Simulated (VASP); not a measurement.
Set up this calculation in VASP 6.6.1, as the native input.

| Item | Value |
| --- | --- |
| Task | single point |
| Functional | PBE |
| Dispersion | D3(BJ) |
| Potentials or basis | VASP PAW PBE potentials, release 64 (C, H) |
| Cutoff | 520 eV |
| k mesh | 2 × 2 × 1 |
| Occupations | gaussian, width 0.02 eV |
| Spin | no spin polarisation |
| Dipole correction | no |
| Further INCAR settings | LREAL = Auto; ALGO = Normal; EDIFF = 1e-07; NBANDS = 57 |

The structure of H4C19 lies in POSCAR:

```
H4C19
1.0
    7.3980000000      0.0000000000      0.0000000000
   -3.6990000000      6.4068560000      0.0000000000
    0.0000000000      0.0000000000     13.0000000000
C H
19 4
Direct
   -0.0023385934     -0.0001935427      0.0556696923
    0.2226098219      0.1122964212      0.0557881538
   -0.0001749239      0.3350581003      0.0558090000
    0.2204547883      0.4453853809      0.0557274615
   -0.0004333819      0.6662570534      0.0557000769
    0.2206972571      0.7767989479      0.0557191538
    0.3331722075      0.0017393867      0.0557551538
    0.5537950487      0.1120296757      0.0557344615
    0.3329271938      0.3329241363      0.0557203846
    0.5540484419      0.4435175381      0.0555540769
    0.3310382762      0.6665028838      0.0555586154
    0.5559670796      0.7789603824      0.0552681538
    0.6662407705     -0.0004535766      0.0555318462
    0.8873499976      0.1101228122      0.0557132308
    0.6643514638      0.3331698106      0.0557486154
    0.8892683303      0.4456266849      0.0557684615
    0.6664973855      0.6684248873      0.0552391538
    0.8870950956      0.7787022215      0.0554630769
    0.6721785578      0.7708859072      0.3214920000
    0.8183668776      0.8999462451      0.2915205385
    0.5411144573      0.7883592202      0.2950416923
    0.6526250942      0.6226056899      0.2932356923
    0.6764719115      0.7725299273      0.4057033846
```

These files were run (other wordings do the same):

INCAR

```
SYSTEM = H4C19
PREC     = Accurate       ! precision mode
ENCUT    = 520            ! plane-wave cutoff, eV
EDIFF    = 1E-7           ! SCF threshold, eV
ISMEAR   = 0              ! smearing method
SIGMA    = 0.02           ! smearing width, eV
LREAL    = Auto         
LASPH    = .TRUE.         ! aspherical terms in the spheres
NELM     = 60             ! most SCF steps
ALGO     = Normal         ! electronic algorithm
ISIF     = 2              ! what is computed and relaxed
LWAVE    = .FALSE.        ! write WAVECAR
LCHARG   = .TRUE.         ! write CHGCAR
GGA      = PE             ! functional
IVDW     = 12             ! dispersion correction
LELF     = .TRUE.         ! ELF
LVHAR    = .TRUE.       
NBANDS   = 57             ! bands
```

KPOINTS

```
regular mesh
0
G
  2 2 1
  0 0 0
```

Potentials or basis: VASP PAW PBE potentials, release 64 (C, H).

Run with:

```sh
$ cat potpaw_PBE.64/C/POTCAR potpaw_PBE.64/H/POTCAR > POTCAR
$ mpirun -np 1 vasp_std > vasp.out
```

It gave:

| Property | Result |
| --- | --- |
| Largest force | 0.022 eV/Å |
| Band gap on the k mesh | 0.22 eV, direct |
| Dispersion energy per atom | -0.077 eV |

Caveat: the k points lie up to 0.49 Å⁻¹ apart.

It took 4 min on 1 thread of AMD EPYC 9R45 96-Core Processor (Zen 5), with other jobs on the host, peak memory 0.59 GiB.
